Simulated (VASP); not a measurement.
Set up this calculation in VASP 6.6.1, as the native input.

- Task: single point
- Functional: PBEsol
- Potentials or basis: VASP PAW PBE potentials, release 64 (Pt, Se)
- Cutoff: 520 eV
- k mesh: 10 × 10 × 10
- Occupations: gaussian, width 0.05 eV
- Spin: collinear spin
- Starting moments: [0.05, 0.0] μB
- Dipole correction: no
- k mesh for the DOS: 15 × 15 × 15
- Occupations for the DOS: tetrahedron
- Further INCAR settings: ALGO = Normal; EDIFF = 1e-06; NBANDS = 19

Crystal: PtSe.

```xyz
2
Lattice="0.0000 2.6059 2.6059 2.6059 0.0000 2.6059 2.6059 2.6059 0.0000" Properties=species:S:1:pos:R:3 pbc="T T T"
Pt    2.6059    2.6059    2.6059
Se    0.0000    0.0000    0.0000
```

These files were run (other wordings do the same):

POSCAR

```
PtSe
1.0
    0.0000000000      2.6058892385      2.6058892385
    2.6058892385      0.0000000000      2.6058892385
    2.6058892385      2.6058892385      0.0000000000
Pt Se
1 1
Direct
    0.5000000000      0.5000000000      0.5000000000
    0.0000000000      0.0000000000      0.0000000000
```

INCAR.step1

```
SYSTEM = PtSe
ALGO = Normal ; EDIFF = 1E-6
ENCUT = 520 ; GGA = PS
ISIF = 2 ; ISMEAR = 0
ISPIN = 2 ; LASPH = .TRUE.
LCHARG = .TRUE. ; LMAXMIX = 4
LREAL = .FALSE. ; LWAVE = .FALSE.
MAGMOM = 0.05 0 ; NBANDS = 19
NELM = 150 ; PREC = Accurate
SIGMA = 0.05
```

KPOINTS.step1

```
k-points
0
G
  10 10 10
  0 0 0
```

INCAR.step2

```
SYSTEM = PtSe
ALGO = Normal ; EDIFF = 1E-6
ENCUT = 520 ; GGA = PS
ICHARG = 11 ; ISIF = 2
ISMEAR = -5 ; ISPIN = 2
LASPH = .TRUE. ; LCHARG = .FALSE.
LMAXMIX = 4 ; LORBIT = 10
LREAL = .FALSE. ; LWAVE = .FALSE.
MAGMOM = 0.05 0 ; NBANDS = 19
NEDOS = 2001 ; NELM = 150
PREC = Accurate ; SIGMA = 0.05
```

KPOINTS.step2

```
k-points
0
G
  15 15 15
  0 0 0
```

Potentials or basis: VASP PAW PBE potentials, release 64 (Pt, Se).

The run is started by

```sh
$ cat potpaw_PBE.64/Pt/POTCAR potpaw_PBE.64/Se/POTCAR > POTCAR
$ cp INCAR.step1 INCAR
$ cp KPOINTS.step1 KPOINTS
$ mpirun -np 1 vasp_std > vasp.out
$ cp INCAR.step2 INCAR
$ cp KPOINTS.step2 KPOINTS
$ mpirun -np 1 vasp_std > vasp.out
```

It gave:

The net moment is 0.00 μB per cell. The valence electrons inside the program's atomic spheres are Pt 9.26; Se 3.77.

Wall time 68 s on 1 thread of Intel(R) Xeon(R) 6975P-C (Granite Rapids), with other jobs on the host, peak memory 0.26 GiB.
